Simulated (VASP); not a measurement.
Here is a VASP 6.6.1 calculation.

POSCAR

```
Mn
1.0
   -1.5836251741      1.5836251741      1.5836251741
    1.5836251741     -1.5836251741      1.5836251741
    1.5836251741      1.5836251741     -1.5836251741
Mn
1
Direct
    0.0000000000      0.0000000000      0.0000000000
```

Contents of INCAR.step1:

```
ALGO     = Normal         # electronic algorithm
EDIFF    = 1E-4           # SCF threshold, eV
ENCUT    = 520            # plane-wave cutoff, eV
GGA      = PE             # functional
ISMEAR   = 0              # smearing method
ISPIN    = 2              # spin polarisation
LASPH    = True           # aspherical terms in the spheres
LCHARG   = False          # write CHGCAR
LMAXMIX  = 4              # l up to which the mixer works
LREAL    = False          # projectors in reciprocal space
LWAVE    = True           # write WAVECAR
MAGMOM   = 4.2            # initial moments
NBANDS   = 16             # bands
NELM     = 150            # most SCF steps
PREC     = Accurate       # precision mode
SIGMA    = 0.1            # smearing width, eV
```

File INCAR.step2:

```
ALGO     = Normal         # electronic algorithm
EDIFF    = 1E-6           # SCF threshold, eV
ENCUT    = 520            # plane-wave cutoff, eV
ISIF     = 2              # what is computed and relaxed
ISMEAR   = 0              # smearing method
ISPIN    = 2              # spin polarisation
ISTART   = 1            
LASPH    = True           # aspherical terms in the spheres
LCHARG   = False          # write CHGCAR
LMAXMIX  = 4              # l up to which the mixer works
LMIXTAU  = True         
LORBIT   = 11             # projections on sites
LREAL    = False          # projectors in reciprocal space
LWAVE    = False          # write WAVECAR
MAGMOM   = 4.2            # initial moments
METAGGA  = R2SCAN         # meta-GGA
NBANDS   = 16             # bands
NELM     = 150            # most SCF steps
PREC     = Accurate       # precision mode
SIGMA    = 0.1            # smearing width, eV
```

The input KPOINTS:

```
k-points
0
Gamma
  18 18 18
```

Potentials or basis: VASP PAW PBE potentials, release 64 (Mn_pv).

The run is started by

```console
$ cat potpaw_PBE.64/Mn_pv/POTCAR > POTCAR
$ cp INCAR.step1 INCAR
$ mpirun -np 1 vasp_std > vasp.out
$ cp INCAR.step2 INCAR
$ mpirun -np 1 vasp_std > vasp.out
```

(1) Predict the pressure.

(2) Estimate the net moment.

(3) What does it give for the site moments?

Answers

(1) 0.0 GPa.

(2) 3.89 μB per cell.

(3) Mn +3.86 μB.

Caveat: the PAW data sets were made with another functional, which shifts forces and pressure a little.
